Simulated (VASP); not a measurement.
# Pb (Fm-3m) in VASP: notebook

Runs on Pb. Level: LDA. Tasks: single point.

All numbers are computed with VASP 6.6.1; they aren't measurements. Logs are shortened: lines on timing, memory, paths and dates and some standing lists are left out, and cuts for length are marked.

## 1. The cell of the first run

It takes space group Fm-3m (No. 225, cubic). The conventional cell has a = 4.880 Å, b = 4.880 Å, c = 4.880 Å, α = 90.00°, β = 90.00°, γ = 90.00°. Pb (site symmetry m-3m) has 12 Pb at 3.45 Å within 4.5 Å.

## 2. Single point, LDA

INCAR

```
PREC = Accurate
ENCUT = 520
EDIFF = 1E-6
ISMEAR = 0
SIGMA = 0.05
LREAL = False
LASPH = True
NELM = 100
ALGO = Normal
ISIF = 2
LWAVE = False
LCHARG = False
NBANDS = 13
```

KPOINTS

```
Automatic mesh
0
Gamma
  14 14 14
```

POSCAR

```
Pb
1.0
    0.0000000000      2.4397557272      2.4397557272
    2.4397557272      0.0000000000      2.4397557272
    2.4397557272      2.4397557272      0.0000000000
Pb
1
Direct
    0.0000000000      0.0000000000      0.0000000000
```

Potentials or basis: VASP PAW LDA potentials, release 64 (Pb_d).

Run with:

```
> cat potpaw_LDA.64/Pb_d/POTCAR > POTCAR
> mpirun -np 1 vasp_std > vasp.out
```

OUTCAR:

```text
PREC = Accurate
   ENCUT = 520
   EDIFF = 1E-6
   ISMEAR = 0
   LREAL = False
   LASPH = True
   NELM = 100
   ISIF = 2

 ion  position               nearest neighbor table
   1  0.000  0.000  0.000-

  LATTYP: Found a face centered cubic cell.
 ALAT       =     4.8795114544

  Lattice vectors:

 A1 = (   0.0000000000,   2.4397557272,   2.4397557272)
 A2 = (   2.4397557272,   0.0000000000,   2.4397557272)
 A3 = (   2.4397557272,   2.4397557272,   0.0000000000)

Analysis of symmetry for initial positions (statically):
=====================================================================
 Subroutine PRICEL returns:
 Original cell was already a primitive cell.

 Routine SETGRP: Setting up the symmetry group for a
 face centered cubic supercell.

 Subroutine GETGRP returns: Found 48 space group operations
 (whereof 48 operations were pure point group operations)
 out of a pool of 48 trial point group operations.

The static configuration has the point symmetry O_h .

Analysis of symmetry for dynamics (positions and initial velocities):
=====================================================================
 Subroutine PRICEL returns:
 Original cell was already a primitive cell.

 Routine SETGRP: Setting up the symmetry group for a
 face centered cubic supercell.

 Subroutine GETGRP returns: Found 48 space group operations
 (whereof 48 operations were pure point group operations)
 out of a pool of 48 trial point group operations.

The dynamic configuration has the point symmetry O_h .

 Subroutine INISYM returns: Found 48 space group operations
 (whereof 48 operations are pure point group operations),
 and found     1 'primitive' translations

----------------------------------------------------------------------------------------

                                     Primitive cell

  volume of cell :      29.0448

  direct lattice vectors                    reciprocal lattice vectors
     0.000000000  2.439755727  2.439755727    -0.204938550  0.204938550  0.204938550
     2.439755727  0.000000000  2.439755727     0.204938550 -0.204938550  0.204938550
     2.439755727  2.439755727  0.000000000     0.204938550  0.204938550 -0.204938550

  length of vectors
     3.450335638  3.450335638  3.450335638     0.354963980  0.354963980  0.354963980

  position of ions in fractional coordinates (direct lattice)
     0.000000000  0.000000000  0.000000000

  ion indices of the primitive-cell ions
   primitive index   ion index
[... 75 lines left out ...]
   EDIFFG = 0.1E-04   stopping-criterion for IOM
   NSW    =      0    number of steps for IOM
   IBRION =     -1    ionic relax: 0-MD 1-quasi-New 2-CG
   NFREE  =      0    steps in history (QN), initial steepest desc. (CG)
   ISIF   =      2    stress and relaxation
   ISYM   =      2    0-nonsym 1-usesym 2-fastsym
   POTIM  = 0.5000    time-step for ionic-motion
   TEBEG  =    0.0;   TEEND  =   0.0 temperature during run
   PSTRESS=    0.0 pullay stress
   NELECT =      14.0000    total number of electrons
   NUPDOWN=      -1.0000    fix difference up-down
   EMIN   =  10.00;   EMAX   =-10.00  energy-range for DOS
   EFERMI =   0.00;   METHOD = LEGACY
   ISMEAR =     0;   SIGMA  =   0.05  broadening in eV -4-tet -1-fermi 0-gaus
   EFERMI_NEDOS =   21; number of points for ismear=-14 and -15
   IALGO  =     38    algorithm
   IMIX   =      4    mixing-type and parameters
     AMIX     =   0.40;   BMIX     =  1.00
     AMIX_MAG =   1.60;   BMIX_MAG =  1.00
  volume/ion in A,a.u.               =      29.04       196.00
  Fermi-wavevector in a.u.,A,eV,Ry     =   1.283594  2.425642 22.417159  1.647615
  Thomas-Fermi vector in A             =   2.415838
   LORBIT       =      0    0 simple, 1 ext, 2 COOP (PROOUT), +10 PAW based schemes
   GGA     = CA    functional components
   LHFCALC =     F    Hartree Fock is set to
   AEXX    =    0.0000 exact exchange contribution
   IVDW    =     0    specifies the selected vdW correction
   LEPSILON=     F    determine dielectric tensor
   LRPA    =     F    only Hartree local field effects (RPA)
 non-spin polarized calculation
 Gauss-broadening in eV      SIGMA  =   0.05
  energy-cutoff  :      520.00
  volume of cell :       29.04
 maximum number of plane-waves:       801
 NGX is ok and might be reduce to    28
   NGX = 13   NGY = 13   NGZ = 13

 number of electron      13.9999999 magnetization

 Free energy of the ion-electron system (eV)
  ---------------------------------------------------
  ext. energy  EPLUGINS =         0.00000000
  ---------------------------------------------------
  free energy    TOTEN  =        -4.25698439 eV

  energy without entropy =       -4.25647407  energy(sigma->0) =       -4.25672923

 E-fermi :   7.5548     XC(G=0): -10.6624

 val. band max:        7.5333481441   @ k =  -0.2857   0.2857   0.0714
 cond. band min:       7.6032071660   @ k =   0.3571   0.2143   0.0000
 fundamental gap:      0.0698590219
 Fermi energy:         7.5548118887

 k-point     1 :       0.0000    0.0000    0.0000
  band No.  band energies     occupation
      1      -9.5396      2.00000
      2      -9.5396      2.00000
      3      -9.5396      2.00000
      4      -9.3769      2.00000
      5      -9.3769      2.00000
      6      -4.5625      2.00000
      7      15.1961      0.00000
      8      15.1961      0.00000
      9      15.1961      0.00000
     10      17.3518      0.00000
     11      19.5246      0.00000
     12      20.3417      0.00000
     13      20.3417      0.00000
[... 354 lines left out ...]
  band No.  band energies     occupation
      1      -9.5884      2.00000
      2      -9.4734      2.00000
      3      -9.4408      2.00000
      4      -9.3938      2.00000
      5      -9.2980      2.00000
      6      -3.0594      2.00000
      7       8.8437      0.00000
      8      12.3770      0.00000
      9      12.6968      0.00000
     10      16.1104      0.00000
     11      17.7717      0.00000
     12      21.7353      0.00000
     13      22.1753      0.00000

 [... further k-points ...]
[... 5 lines left out ...]
  --------------------------------------------------------------------------------------
  -------------------------------------------------------------------------------------
  Total        0.0199501      0.0199501      0.0199501     -0.0000000      0.0000000     -0.0000000
  in kB        1.1004939      1.1004939      1.1004939     -0.0000000      0.0000000     -0.0000000
  external PRESSURE =       1.1004939 kB  Pullay stress =       0.0000000 kB

 VOLUME and BASIS-vectors are now :
 -----------------------------------------------------------------------------
  energy-cutoff  :      520.00
  volume of cell :       29.04
      direct lattice vectors                 reciprocal lattice vectors
     0.000000000  2.439755727  2.439755727    -0.204938550  0.204938550  0.204938550
     2.439755727  0.000000000  2.439755727     0.204938550 -0.204938550  0.204938550
     2.439755727  2.439755727  0.000000000     0.204938550  0.204938550 -0.204938550

 POSITION                                       TOTAL-FORCE (eV/Angst)
 -----------------------------------------------------------------------------------
      0.00000      0.00000      0.00000         0.000000      0.000000      0.000000
 -----------------------------------------------------------------------------------
    total drift:                               -0.000000     -0.000000     -0.000000

  FREE ENERGIE OF THE ION-ELECTRON SYSTEM (eV)
  ---------------------------------------------------
  free  energy   TOTEN  =        -4.2569843920 eV

  energy  without entropy=       -4.2564740692  energy(sigma->0) =       -4.25672923
```

Wall time 68 s (1 thread of AMD EPYC 7R13, shared host); peak memory 0.13 GiB.

What came out:

```
Free energy            : -4.2570 eV
Pressure               : 0.1 GPa
Band gap on the k mesh : zero (band 7 reaches 15.20 eV, above the bottom of band 8 at 5.87 eV)
```

Levels at points of the mesh, in eV from the Fermi level:
```tsv
k point	band 5	band 6	band 7	band 8	band 9	band 10
(0.00, 0.00, 0.00)	-16.93	-12.12	7.64	7.64	7.64	9.80
(0.50, 0.00, 0.00)	-16.78	-8.24	-4.47	5.71	5.71	9.28
(0.50, 0.50, 0.00)	-16.74	-6.73	-3.50	2.01	2.01	5.55
```

Caveat: spin-orbit coupling is left out, which moves the levels of the heavy elements.

## 3. Single point, LDA

This run uses another cell than the first one, of 29.92 Å³/atom, 1.030 times its volume.

INCAR

```
SYSTEM = Pb
PREC = Accurate ; ENCUT = 520
EDIFF = 1E-6 ; ISMEAR = 0
SIGMA = 0.05 ; LREAL = .FALSE.
LASPH = .TRUE. ; NELM = 60
ALGO = Normal ; ISIF = 2
LWAVE = .FALSE. ; LCHARG = .FALSE.
GGA = CA ; NBANDS = 13
```

KPOINTS

```
regular mesh
0
G
  14 14 14
  0 0 0
```

POSCAR

```
Pb
1.0
    0.0000000000      2.4640199302      2.4640199302
    2.4640199302      0.0000000000      2.4640199302
    2.4640199302      2.4640199302      0.0000000000
Pb
1
Direct
    0.0000000000      0.0000000000      0.0000000000
```

Potentials or basis: VASP PAW LDA potentials, release 64 (Pb_d).

Run with:

```
> cat potpaw_LDA.64/Pb_d/POTCAR > POTCAR
> mpirun -np 1 vasp_std > vasp.out
```

Wall time 63 s (1 thread of AMD EPYC 7R13, shared host); peak memory 0.13 GiB.

Results (log left out):

```yaml
Free_energy: -4.2539 eV
Pressure: -1.4 GPa
Band_gap_on_the_k_mesh: zero (band 7 reaches 14.61 eV, above the bottom of band 8 at 5.58 eV)
```

Levels at points of the mesh, in eV from the Fermi level:
| k point | band 3 | band 4 | band 5 | band 6 | band 7 | band 8 | band 9 | band 10 | band 11 | band 12 |
| --- | --- | --- | --- | --- | --- | --- | --- | --- | --- | --- |
| (0.00, 0.00, 0.00) | -17.06 | -16.91 | -16.91 | -11.90 | 7.41 | 7.41 | 7.41 | 9.79 | 11.60 | 12.57 |
| (0.50, 0.00, 0.00) | -17.05 | -16.77 | -16.77 | -8.20 | -4.31 | 5.55 | 5.55 | 9.27 | 9.63 | 11.28 |
| (0.50, 0.50, 0.00) | -16.78 | -16.73 | -16.73 | -6.77 | -3.37 | 1.99 | 1.99 | 5.47 | 6.73 | 18.24 |

Caveat: spin-orbit coupling is left out, which moves the levels of the heavy elements.

## 4. Single point, LDA

This run uses another cell than the first one, of 30.32 Å³/atom, 1.044 times its volume.

INCAR

```
SYSTEM = Pb
PREC     = Accurate       ! precision mode
ENCUT    = 520            ! plane-wave cutoff, eV
EDIFF    = 1E-6           ! SCF threshold, eV
ISMEAR   = 0              ! smearing method
SIGMA    = 0.05           ! smearing width, eV
LREAL    = .False.        ! projectors in reciprocal space
LASPH    = .True.         ! aspherical terms in the spheres
NELM     = 60             ! most SCF steps
ALGO     = Normal         ! electronic algorithm
ISIF     = 2              ! what is computed and relaxed
LWAVE    = .False.        ! write WAVECAR
LCHARG   = .False.        ! write CHGCAR
NBANDS   = 13             ! bands
```

KPOINTS

```
Automatic mesh
0
Gamma
  14 14 14
  0 0 0
```

POSCAR

```
Pb
1.0
    0.0000000000      2.4750000000      2.4750000000
    2.4750000000      0.0000000000      2.4750000000
    2.4750000000      2.4750000000      0.0000000000
Pb
1
Direct
    0.0000000000      0.0000000000      0.0000000000
```

Potentials or basis: VASP PAW LDA potentials, release 64 (Pb_d).

Run with:

```
> cat potpaw_LDA.64/Pb_d/POTCAR > POTCAR
> mpirun -np 1 vasp_std > vasp.out
```

OUTCAR:

```text
SYSTEM = Pb
   PREC = Accurate
   ENCUT = 520
   EDIFF = 1E-6
   ISMEAR = 0
   LREAL = .False.
   LASPH = .True.
   NELM = 60
   ISIF = 2

 ion  position               nearest neighbor table
   1  0.000  0.000  0.000-

  LATTYP: Found a face centered cubic cell.
 ALAT       =     4.9500000000

  Lattice vectors:

 A1 = (   0.0000000000,   2.4750000000,   2.4750000000)
 A2 = (   2.4750000000,   0.0000000000,   2.4750000000)
 A3 = (   2.4750000000,   2.4750000000,   0.0000000000)

Analysis of symmetry for initial positions (statically):
[... 554 lines left out ...]
      6      -3.3272      2.00000
      7       8.2402      0.00000
      8      11.6922      0.00000
      9      11.9537      0.00000
     10      15.5036      0.00000
     11      17.0784      0.00000
     12      20.7951      0.00000
     13      21.4521      0.00000

 [... further k-points ...]
[... 5 lines left out ...]
  --------------------------------------------------------------------------------------
  -------------------------------------------------------------------------------------
  Total       -0.3657191     -0.3657191     -0.3657191      0.0000000      0.0000000      0.0000000
  in kB      -19.3242467    -19.3242467    -19.3242467      0.0000000      0.0000000      0.0000000
  external PRESSURE =     -19.3242467 kB  Pullay stress =       0.0000000 kB

 VOLUME and BASIS-vectors are now :
 -----------------------------------------------------------------------------
  energy-cutoff  :      520.00
  volume of cell :       30.32
      direct lattice vectors                 reciprocal lattice vectors
     0.000000000  2.475000000  2.475000000    -0.202020202  0.202020202  0.202020202
     2.475000000  0.000000000  2.475000000     0.202020202 -0.202020202  0.202020202
     2.475000000  2.475000000  0.000000000     0.202020202  0.202020202 -0.202020202

 POSITION                                       TOTAL-FORCE (eV/Angst)
 -----------------------------------------------------------------------------------
      0.00000      0.00000      0.00000        -0.000000     -0.000000     -0.000000
 -----------------------------------------------------------------------------------
    total drift:                               -0.000000      0.000000      0.000000

  FREE ENERGIE OF THE ION-ELECTRON SYSTEM (eV)
  ---------------------------------------------------
  free  energy   TOTEN  =        -4.2500155666 eV

  energy  without entropy=       -4.2492311682  energy(sigma->0) =       -4.24962337
```

Wall time 59 s (1 thread of AMD EPYC 7R13, shared host); peak memory 0.14 GiB.

What came out:

```yaml
Free_energy: -4.2500 eV
Pressure: -1.9 GPa
Band_gap_on_the_k_mesh: zero (band 7 reaches 14.36 eV, above the bottom of band 8 at 5.46 eV)
```

Caveat: spin-orbit coupling is left out, which moves the levels of the heavy elements.

## 5. Overview

| cell | gap on the mesh (eV) | pressure (GPa) |
| --- | --- | --- |
| a = 3.450 Å, angles 60.0°, 1 atom | none | 0.1 |
| a = 3.485 Å, angles 60.0°, 1 atom | none | -1.4 |
| a = 3.500 Å, angles 60.0°, 1 atom | none | -1.9 |

Alike in all rows: task single point; level LDA; potentials or basis VASP PAW LDA potentials, release 64 (Pb_d); no spin polarisation; k mesh 14 × 14 × 14; cutoff (eV) 520; smearing gaussian 0.05 eV.

Caveats: spin-orbit coupling is left out, which moves the levels of the heavy elements.

Total energies depend on the potentials used, so only differences within one code and one set of settings carry meaning.
